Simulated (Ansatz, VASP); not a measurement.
# W3N4: VASP beside Ansatz

The input INCAR:

```
SYSTEM = W3N4
PREC     = Accurate       ! precision mode
ENCUT    = 600            ! plane-wave cutoff, eV
EDIFF    = 1E-6           ! SCF threshold, eV
ISMEAR   = 0              ! smearing method
SIGMA    = 0.1            ! smearing width, eV
LREAL    = .FALSE.        ! projectors in reciprocal space
LASPH    = .TRUE.         ! aspherical terms in the spheres
NELM     = 100            ! most SCF steps
ALGO     = Normal         ! electronic algorithm
ISIF     = 3              ! what is computed and relaxed
LWAVE    = .FALSE.        ! write WAVECAR
LCHARG   = .FALSE.        ! write CHGCAR
GGA      = PE             ! functional
IBRION   = 2              ! ionic algorithm
NSW      = 60             ! ionic steps
EDIFFG   = -0.04          ! ionic threshold
```

The input KPOINTS:

```
Automatic mesh
0
G
  4 4 4
  0 0 0
```

File POSCAR:

```
W3N4
1.0
    4.1220000000      0.0000000000      0.0000000000
    0.0000000000      4.1220000000      0.0000000000
    0.0000000000      0.0000000000      4.1220000000
W N
3 4
Direct
    0.5000000000      0.5000000000      0.0000000000
    0.0000000000      0.5000000000      0.5000000000
    0.5000000000      0.0000000000      0.5000000000
    0.5000000000      0.5000000000      0.5000000000
    0.5000000000      0.0000000000      0.0000000000
    0.0000000000      0.5000000000      0.0000000000
    0.0000000000      0.0000000000      0.5000000000
```

Input for Ansatz:

```yaml
crystal:
  lattice:
    - [4.122, 0.0, 0.0]
    - [0.0, 4.122, 0.0]
    - [0.0, 0.0, 4.122]
  atoms:
    - { symbol: W, position: [0.5, 0.5, 0.0] }
    - { symbol: W, position: [0.0, 0.5, 0.5] }
    - { symbol: W, position: [0.5, 0.0, 0.5] }
    - { symbol: "N", position: [0.5, 0.5, 0.5] }
    - { symbol: "N", position: [0.5, 0.0, 0.0] }
    - { symbol: "N", position: [0.0, 0.5, 0.0] }
    - { symbol: "N", position: [0.0, 0.0, 0.5] }
basis:
  ecutwfc: 420
kpoints:
  mp_grid: { grid: [4, 4, 4] }
hamiltonian:
  xc: pbe
scf:
  occupations: { method: gaussian, width: 0.1 }
output:
  forces: true
  stress: true
  eigenvalues: true
relax:
  adjacent_minimum: "off"
  f_tol: 0.04
  max_steps: 40
  cell: { stress_tol: 0.4 }
```

Alike in both runs: task relaxation of cell and atoms; functional PBE; k mesh 4 × 4 × 4; occupations gaussian, width 0.1 eV; no spin polarisation.

```csv
,VASP,Ansatz
version,VASP 6.6.1,Ansatz 0.2.0
potentials or method,"VASP PAW PBE potentials, release 64 (W_sv, N), cutoff 600 eV","scalar-relativistic, plane waves, PAW"
valence electrons in the cell,62,62
```

|  | VASP | Ansatz | Ansatz less VASP |
| --- | --- | --- | --- |
| gap on the k mesh at the Fermi level, each at its own relaxed structure (eV) | none | none | - |
| relaxed volume (Å³/atom) | 10.79 | 10.74 | -0.046 |
| relaxed cell length with the largest relative difference (Å) | 4.226 | 4.220 | -0.0060 |

A gap of «none» marks a metal or a gap that the smearing closes.

The k mesh is coarse, so the values compare programs but aren't converged. Neither program's run includes spin-orbit coupling.
